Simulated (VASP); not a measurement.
A run of VASP 6.6.1:

File INCAR:

```
SYSTEM = PbF2
ALGO     = Normal         ! electronic algorithm
EDIFF    = 1E-6           ! SCF threshold, eV
ENCUT    = 520            ! plane-wave cutoff, eV
GGA      = PE             ! functional
ISIF     = 2              ! what is computed and relaxed
ISMEAR   = 0              ! smearing method
IVDW     = 12             ! dispersion correction
LASPH    = .True.         ! aspherical terms in the spheres
LCHARG   = .False.        ! write CHGCAR
LREAL    = .False.        ! projectors in reciprocal space
LWAVE    = .False.        ! write WAVECAR
NBANDS   = 21             ! bands
NELM     = 60             ! most SCF steps
PREC     = Accurate       ! precision mode
SIGMA    = 0.02           ! smearing width, eV
```

File KPOINTS:

```
k-points
0
Gamma
  8 8 8
  0 0 0
```

Contents of POSCAR:

```
PbF2
1.0
    0.0000000000      2.9811575327      2.9811575327
    2.9811575327      0.0000000000      2.9811575327
    2.9811575327      2.9811575327      0.0000000000
Pb F
1 2
Direct
    0.0000000000      0.0000000000      0.0000000000
    0.2500000000      0.2500000000      0.2500000000
    0.7500000000      0.7500000000      0.7500000000
```

Potentials or basis: VASP PAW PBE potentials, release 64 (Pb_d, F).

Launch:

```console
$ cat potpaw_PBE.64/Pb_d/POTCAR potpaw_PBE.64/F/POTCAR > POTCAR
$ mpirun -np 1 vasp_std > vasp.out
```

Hardware: 1 thread of Intel(R) Xeon(R) Platinum 8259CL CPU @ 2.50GHz (Skylake/Cascade Lake), with other jobs on the host.

**Question.** Estimate the wall time of this run.

**Answer.** It took 41 s on 1 thread of Intel(R) Xeon(R) Platinum 8259CL CPU @ 2.50GHz (Skylake/Cascade Lake), with other jobs on the host, peak memory 0.2 GiB. Counts: scf iterations 14, k points 29.
